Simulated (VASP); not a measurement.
La:

```
La
1.0
     3.77000    0.00000    0.00000
    -1.88500    3.26492    0.00000
     0.00000    0.00000   12.15900
La
4
Cartesian
  1.8850 1.0883 3.0398
  0.0000 2.1766 9.1193
  0.0000 0.0000 6.0795
  0.0000 0.0000 0.0000
```

| Item | Value |
| --- | --- |
| Program | VASP 6.6.1 |
| Task | relaxation of cell and atoms |
| Functional | BLYP |
| Potentials or basis | VASP PAW PBE potentials, release 64 (La) |
| Cutoff | 600 eV |
| k mesh | 8 × 8 × 3 |
| Occupations | fermi-dirac, width 0.05 eV |
| Spin | no spin polarisation |

At the start: pressure 1.7 GPa; volume 37.42 Å³/atom.

How do energy, volume and symmetry change on relaxing?

Over 3 steps the energy falls by 12.8 meV/atom and the volume is 39.86 Å³/atom (+6.5 %); space group P6_3/mmc (No. 194, to 0.05 Å).

The path:
| step | energy change (eV) | largest force (eV/Å) | pressure (GPa) | volume (Å³) |
| --- | --- | --- | --- | --- |
| 1 | 0.0000 | 0.0000 | 1.75 | 149.66 |
| 2 | -0.0511 | 0.0000 | 0.12 | 158.67 |
| 3 | -0.0514 | 0.0000 | -0.01 | 159.46 |

Final structure:
```
La
1.0
     3.85169    0.00000    0.00000
    -1.92584    3.33566    0.00000
     0.00000    0.00000   12.41114
La
4
Cartesian
  1.9258 1.1119 3.1028
  0.0000 2.2238 9.3084
  0.0000 0.0000 6.2056
  0.0000 0.0000 0.0000
```

Caveat: the PAW data sets were made with another functional, which shifts forces and pressure a little.
